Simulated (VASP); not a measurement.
Cu: relaxation of cell and atoms with PBE

Crystal: Cu.

```
Cu
1.0
     4.21994    0.00000    0.00000
    -2.10997    3.65458    0.00000
     0.00000    0.00000    2.58701
Cu
3
Direct
  0.00000 0.00000 0.00000
  0.33333 0.66667 0.50000
  0.66667 0.33333 0.50000
```

This isn't the form of Cu at room conditions, which is fcc.

```
Program                : VASP 6.6.1
Task                   : relaxation of cell and atoms
Functional             : PBE
Potentials or basis    : VASP PAW PBE potentials, release 64 (Cu)
Cutoff                 : 600 eV
k mesh                 : 6 × 6 × 6
Occupations            : gaussian, width 0.1 eV
Spin                   : no spin polarisation
Dipole correction      : no
Further INCAR settings : ALGO = Normal; EDIFF = 1e-07; IBRION = 2; EDIFFG = -0.04; NSW = 90; ISIF = 3
```

- Relaxed volume: 12.21 Å³/atom
- Relaxed cell: a = 4.156 Å, b = 4.156 Å, c = 2.449 Å, α = 90.00°, β = 90.00°, γ = 120.00°
- Space group after relaxing (to 0.1 Å): P6/mmm (No. 191)
- Energy gained by relaxing: 38.0 meV/atom
- Ionic steps: 5
- Pressure after relaxing: 0.5 GPa
- Band gap on the k mesh: zero (an odd number of electrons rules out a gap without spin polarisation)

The path:
```tsv
step	energy change (eV)	largest force (eV/Å)	pressure (GPa)	volume (Å³)
1	0.0000	0.0000	-8.68	39.90
2	-0.1005	0.0000	3.28	35.87
3	-0.1065	0.0000	0.56	36.57
4	-0.1134	0.0000	0.41	36.61
5	-0.1141	0.0000	0.46	36.63
```

Final structure:
```yaml
crystal:
  lattice:
    - [4.15593, 0.00000, 0.00000]
    - [-2.07796, 3.59914, 0.00000]
    - [0.00000, 0.00000, 2.44883]
  atoms:
    - { symbol: Cu, position: [0.00000, 0.00000, 0.00000] }
    - { symbol: Cu, position: [0.33333, 0.66667, 0.50000] }
    - { symbol: Cu, position: [0.66667, 0.33333, 0.50000] }
```

Levels at points of the mesh, in eV from the Fermi level:
```
           k point  band 14  band 15  band 16  band 17  band 18  band 19
(0.00, 0.00, 0.00)    -2.35    -1.66    -1.66     4.25     4.25     4.26
(0.50, 0.00, 0.00)    -1.86    -1.82    -1.76    -1.62    -0.80     3.80
(0.00, 0.00, 0.50)    -1.80    -1.38    -0.30     0.32     7.94     8.41
(0.50, 0.00, 0.50)    -1.64    -1.52     0.63     0.69     3.38     3.62
```

Wall time 2.9 min on 1 thread of Intel Xeon 8259CL, with other jobs on the host, peak memory 0.19 GiB.

Caveat: the k points lie up to 0.43 Å⁻¹ apart in the final cell, too coarse for converged energies and pressures of a metal.
